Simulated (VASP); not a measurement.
# Mg (Im-3m) in VASP: notebook

Runs on Mg. Level: PBEsol. Tasks: relaxation of cell and atoms.

Program: VASP 6.6.1. These are calculated values, not measurements. Logs are shortened: lines on timing, memory, paths and dates and some standing lists are left out, and cuts for length are marked.

## Step 1: The cell of the first run

It takes space group Im-3m (No. 229, cubic). The conventional cell has a = 3.126 Å, b = 3.126 Å, c = 3.126 Å, α = 90.00°, β = 90.00°, γ = 90.00°. Mg (site symmetry m-3m) has 14 Mg at 2.71 to 3.13 Å within 3.6 Å.

This isn't the form of Mg at room conditions, which is hcp.

## Step 2: Relaxation of cell and atoms, PBEsol, target pressure 12 GPa, at which the enthalpy is minimised

INCAR reads:

```
SYSTEM = Mg
  PREC = Accurate
  ENCUT = 600
  EDIFF = 1E-6
  ISMEAR = 0
  SIGMA = 0.1
  LREAL = .FALSE.
  LASPH = .TRUE.
  NELM = 80
  ALGO = Fast
  ISIF = 3
  LWAVE = .FALSE.
  LCHARG = .FALSE.
  GGA = PS
  IBRION = 2
  NSW = 70
  EDIFFG = -0.004
  PSTRESS = 120.0
```

KPOINTS reads:

```
regular mesh
0
G
  28 28 28
  0 0 0
```

POSCAR reads:

```
Mg
1.0
   -1.5631114794      1.5631114794      1.5631114794
    1.5631114794     -1.5631114794      1.5631114794
    1.5631114794      1.5631114794     -1.5631114794
Mg
1
Direct
    0.0000000000      0.0000000000      0.0000000000
```

Potentials or basis: VASP PAW PBE potentials, release 64 (Mg).

Command:

```sh
$ cat potpaw_PBE.64/Mg/POTCAR > POTCAR
$ mpirun -np 1 vasp_std > vasp.out
```

OUTCAR:

```text
SYSTEM = Mg
   PREC = Accurate
   ENCUT = 600
   EDIFF = 1E-6
   ISMEAR = 0
   LREAL = .FALSE.
   LASPH = .TRUE.
   NELM = 80
   ISIF = 3
   GGA = PS
   IBRION = 2
   NSW = 70
   EDIFFG = -0.004
   PSTRESS = 120.0

 ion  position               nearest neighbor table
   1  0.000  0.000  0.000-

  LATTYP: Found a body centered cubic cell.
 ALAT       =     3.1262229588

  Lattice vectors:

 A1 = (  -1.5631114794,   1.5631114794,   1.5631114794)
 A2 = (   1.5631114794,  -1.5631114794,   1.5631114794)
 A3 = (   1.5631114794,   1.5631114794,  -1.5631114794)

Analysis of symmetry for initial positions (statically):
=====================================================================
 Subroutine PRICEL returns:
 Original cell was already a primitive cell.

 Routine SETGRP: Setting up the symmetry group for a
 body centered cubic supercell.

 Subroutine GETGRP returns: Found 48 space group operations
 (whereof 48 operations were pure point group operations)
 out of a pool of 48 trial point group operations.

The static configuration has the point symmetry O_h .

Analysis of symmetry for dynamics (positions and initial velocities):
=====================================================================
 Subroutine PRICEL returns:
 Original cell was already a primitive cell.

 Routine SETGRP: Setting up the symmetry group for a
 body centered cubic supercell.

 Subroutine GETGRP returns: Found 48 space group operations
 (whereof 48 operations were pure point group operations)
 out of a pool of 48 trial point group operations.

The dynamic configuration has the point symmetry O_h .

 Subroutine INISYM returns: Found 48 space group operations
 (whereof 48 operations are pure point group operations),
 and found     1 'primitive' translations

----------------------------------------------------------------------------------------

                                     Primitive cell

  volume of cell :      15.2767

  direct lattice vectors                    reciprocal lattice vectors
    -1.563111479  1.563111479  1.563111479     0.000000000  0.319874818  0.319874818
     1.563111479 -1.563111479  1.563111479     0.319874818  0.000000000  0.319874818
     1.563111479  1.563111479 -1.563111479     0.319874818  0.319874818  0.000000000

  length of vectors
     2.707388500  2.707388500  2.707388500     0.452371306  0.452371306  0.452371306

[... 40 lines left out ...]
  0.178571  0.000000  0.000000     12.000000
[... 16 lines left out ...]
  0.285714  0.035714  0.000000     48.000000
  0.321429  0.035714  0.000000     48.000000
 [... further k-points ...]
   k-points           NKPTS =    624   k-points in BZ     NKDIM =    624   number of bands    NBANDS=      5
   number of dos      NEDOS =    301   number of ions     NIONS =      1
   total plane-waves  NPLWV =  13824
   dimension x,y,z NGX =    24 NGY =   24 NGZ =   24
   dimension x,y,z NGXF=    48 NGYF=   48 NGZF=   48
   ions per type =               1
   NGX,Y,Z   is equivalent  to a cutoff of  14.74, 14.74, 14.74 a.u.
   NGXF,Y,Z  is equivalent  to a cutoff of  29.47, 29.47, 29.47 a.u.
 SYSTEM =  Mg
   PREC   = accura    normal or accurate (medium, high low for compatibility)
   ISTART =      0    job   : 0-new  1-cont  2-samecut
   ICHARG =      2    charge: 1-file 2-atom 10-const
   ISPIN  =      1    spin polarized calculation?
   LNONCOLLINEAR =      F non collinear calculations
   LSORBIT =      F    spin-orbit coupling
   LASPH  =      T    aspherical Exc in radial PAW
   ENCUT  =  600.0 eV  44.10 Ry    6.64 a.u.   5.41  5.41  5.41*2*pi/ulx,y,z
   NELM   =     80;   NELMIN=  2; NELMDL= -5     # of ELM steps
   EDIFF  = 0.1E-05   stopping-criterion for ELM
   LREAL  =      F    real-space projection
   EDIFFG = -.4E-02   stopping-criterion for IOM
   NSW    =     70    number of steps for IOM
   IBRION =      2    ionic relax: 0-MD 1-quasi-New 2-CG
   NFREE  =      1    steps in history (QN), initial steepest desc. (CG)
   ISIF   =      3    stress and relaxation
   ISYM   =      2    0-nonsym 1-usesym 2-fastsym
   POTIM  = 0.5000    time-step for ionic-motion
   TEBEG  =    0.0;   TEEND  =   0.0 temperature during run
   PSTRESS=  120.0 pullay stress
   NELECT =       2.0000    total number of electrons
   NUPDOWN=      -1.0000    fix difference up-down
   EMIN   =  10.00;   EMAX   =-10.00  energy-range for DOS
   EFERMI =   0.00;   METHOD = LEGACY
   ISMEAR =     0;   SIGMA  =   0.10  broadening in eV -4-tet -1-fermi 0-gaus
   EFERMI_NEDOS =   21; number of points for ismear=-14 and -15
   IALGO  =     68    algorithm
   IMIX   =      4    mixing-type and parameters
     AMIX     =   0.40;   BMIX     =  1.00
     AMIX_MAG =   1.60;   BMIX_MAG =  1.00
  volume/ion in A,a.u.               =      15.28       103.09
  Fermi-wavevector in a.u.,A,eV,Ry     =   0.831269  1.570870  9.401735  0.691008
  Thomas-Fermi vector in A             =   1.944127
   LORBIT       =      0    0 simple, 1 ext, 2 COOP (PROOUT), +10 PAW based schemes
   GGA     = PS    functional components
   LHFCALC =     F    Hartree Fock is set to
   AEXX    =    0.0000 exact exchange contribution
   IVDW    =     0    specifies the selected vdW correction
   LEPSILON=     F    determine dielectric tensor
   LRPA    =     F    only Hartree local field effects (RPA)
 conjugate gradient relaxation of ions
 non-spin polarized calculation
 RMM-DIIS sequential band-by-band and
 Gauss-broadening in eV      SIGMA  =   0.10
  energy-cutoff  :      600.00
  volume of cell :       15.28
 maximum number of plane-waves:       532
 NGX is ok and might be reduce to    24
   NGX = 11   NGY = 11   NGZ = 11

--------------------------------------- Ionic step        1  -------------------------------------------

 number of electron       2.0000000 magnetization

 Free energy of the ion-electron system (eV)
  ---------------------------------------------------
  ext. energy  EPLUGINS =         0.00000000
  ---------------------------------------------------
  free energy    TOTEN  =        -1.19969469 eV

  energy without entropy =       -1.19819151  energy(sigma->0) =       -1.19894310

 E-fermi :   5.1716     XC(G=0):  -9.9225

 val. band max:        5.1705166178   @ k =  -0.4643   0.4643   0.1071
 cond. band min:       5.1795735185   @ k =  -0.4643   0.5000   0.1429
 fundamental gap:      0.0090569007
 Fermi energy:         5.1716162522

 k-point     1 :       0.0000    0.0000    0.0000
  band No.  band energies     occupation
      1      -3.7617      2.00000
      2      21.1311      0.00000
      3      21.1311      0.00000
      4      21.1311      0.00000
      5      23.6527      0.00000
[... 368 lines left out ...]
--------------------------------------- Ionic step        6  -------------------------------------------

 number of electron       2.0000000 magnetization

 Free energy of the ion-electron system (eV)
  ---------------------------------------------------
  ext. energy  EPLUGINS =         0.00000000
  ---------------------------------------------------
  free energy    TOTEN  =        -1.56129048 eV

  energy without entropy =       -1.55961150  energy(sigma->0) =       -1.56045099

 E-fermi :   3.9860     XC(G=0):  -9.3078

 val. band max:        3.9771900827   @ k =  -0.3571  -0.3929   0.1071
 cond. band min:       3.9945258999   @ k =  -0.3929   0.4286   0.3571
 fundamental gap:      0.0173358172
 Fermi energy:         3.9859874486

 k-point     1 :       0.0000    0.0000    0.0000
  band No.  band energies     occupation
      1      -4.0642      2.00000
      2      18.6173      0.00000
      3      18.6173      0.00000
      4      18.6173      0.00000
      5      20.9121      0.00000
[... 216 lines left out ...]
  energy  without entropy=       -1.5596115024  energy(sigma->0) =       -1.56045099

  enthalpy is  TOTEN    =        -0.2017161161 eV   P V=        1.3595743606

 reached required accuracy - stopping structural energy minimisation
```

Run time: 75 s. Hardware: 1 thread of Intel Xeon Platinum 8259CL at 2.50GHz (Skylake/Cascade Lake), shared host; peak memory 0.22 GiB.

Results:

```yaml
Free_energy: -1.5613 eV
Relaxed_volume: 18.15 Å³/atom
Relaxed_cell: a = 2.868 Å, b = 2.868 Å, c = 2.868 Å, α = 109.47°, β = 109.47°, γ = 109.47°
Space_group_after_relaxing_to_0.1_Å: Im-3m (No. 229)
Energy_change_on_relaxing_the_run_minimises_the_enthalpy: -361.6 meV/atom
Ionic_steps: 6
Pressure_after_relaxing: 12.0 GPa
Band_gap_on_the_k_mesh: zero (bands 1 and 2 overlap by 4.92 eV)
```

The path:
| step | energy change (eV) | largest force (eV/Å) | pressure (GPa) | volume (Å³) |
| --- | --- | --- | --- | --- |
| 1 | 0.0000 | 0.0000 | 30.50 | 15.28 |
| 2 | -0.4408 | 0.0000 | 6.84 | 19.52 |
| 3 | -0.3603 | 0.0000 | 12.08 | 18.13 |
| 4 | -0.3648 | 0.0000 | 11.81 | 18.20 |
| 5 | -0.3609 | 0.0000 | 12.04 | 18.14 |
| 6 | -0.3616 | 0.0000 | 12.00 | 18.15 |

Final structure:
```xyz
1
Lattice="-1.6556 1.6556 1.6556 1.6556 -1.6556 1.6556 1.6556 1.6556 -1.6556" Properties=species:S:1:pos:R:3 pbc="T T T"
Mg    0.0000    0.0000    0.0000
```

Levels at points of the mesh, in eV from the Fermi level:
```
           k point  band 1  band 2  band 3  band 4
(0.00, 0.00, 0.00)   -8.05   14.63   14.63   14.63
(0.50, 0.00, 0.00)   -1.86   -0.91    9.46   11.30
(0.50, 0.50, 0.50)    4.01    4.01    4.60    4.60
```

Caveat: the cell is relaxed towards a set pressure, so the run minimises the enthalpy, not the energy; the volume moved by over 15 % at a fixed basis, so the end points are rough; the PAW data sets were made with another functional, which shifts forces and pressure a little.

## Step 3: Relaxation of cell and atoms, PBEsol, target pressure 12 GPa, at which the enthalpy is minimised

This run uses another cell than the first one, of 18.13 Å³/atom.

INCAR reads:

```
SYSTEM = Mg
PREC = Accurate
ENCUT = 600
EDIFF = 1E-6
ISMEAR = 0
SIGMA = 0.1
LREAL = .False.
LASPH = .True.
NELM = 100
ALGO = Normal
ISIF = 3
LWAVE = .False.
LCHARG = .False.
GGA = PS
IBRION = 2
NSW = 70
EDIFFG = -0.004
PSTRESS = 120.0
```

KPOINTS reads:

```
Automatic mesh
0
Gamma
  28 28 28
  0 0 0
```

POSCAR reads:

```
Mg
1.0
   -1.6548597374      1.6548597374      1.6548597374
    1.6548597374     -1.6548597374      1.6548597374
    1.6548597374      1.6548597374     -1.6548597374
Mg
1
Direct
    0.0000000000      0.0000000000      0.0000000000
```

Potentials or basis: VASP PAW PBE potentials, release 64 (Mg).

Command:

```sh
$ cat potpaw_PBE.64/Mg/POTCAR > POTCAR
$ mpirun -np 1 vasp_std > vasp.out
```

It took 30 s on 1 thread of Intel Xeon Platinum 8259CL at 2.50GHz (Skylake/Cascade Lake), shared host; peak memory 0.21 GiB.

The run converged. Its results:

```
Free energy                                                : -1.5620 eV
Relaxed volume                                             : 18.16 Å³/atom
Relaxed cell                                               : a = 2.868 Å, b = 2.868 Å, c = 2.868 Å, α = 109.47°, β = 109.47°, γ = 109.47°
Space group after relaxing (to 0.1 Å)                      : Im-3m (No. 229)
Energy change on relaxing (the run minimises the enthalpy) : -2.5 meV/atom
Ionic steps                                                : 2
Pressure after relaxing                                    : 12.0 GPa
Band gap on the k mesh                                     : zero (bands 1 and 2 overlap by 4.92 eV)
```

Step by step:
```
step  energy change (eV)  largest force (eV/Å)  pressure (GPa)  volume (Å³)
   1              0.0000                0.0000           12.11        18.13
   2             -0.0025                0.0000           11.97        18.16
```

Final structure:
```
Mg
1.0
    -1.65586    1.65586    1.65586
     1.65586   -1.65586    1.65586
     1.65586    1.65586   -1.65586
Mg
1
Direct
  0.00000 0.00000 0.00000
```

Levels at points of the mesh, in eV from the Fermi level:
```
           k point  band 1  band 2  band 3  band 4  band 5
(0.00, 0.00, 0.00)   -8.05   14.63   14.63   14.63   16.92
(0.50, 0.00, 0.00)   -1.86   -0.91    9.46   11.29   11.82
(0.50, 0.50, 0.50)    4.01    4.01    4.60    4.60    4.60
```

Caveat: the cell is relaxed towards a set pressure, so the run minimises the enthalpy, not the energy; the PAW data sets were made with another functional, which shifts forces and pressure a little.
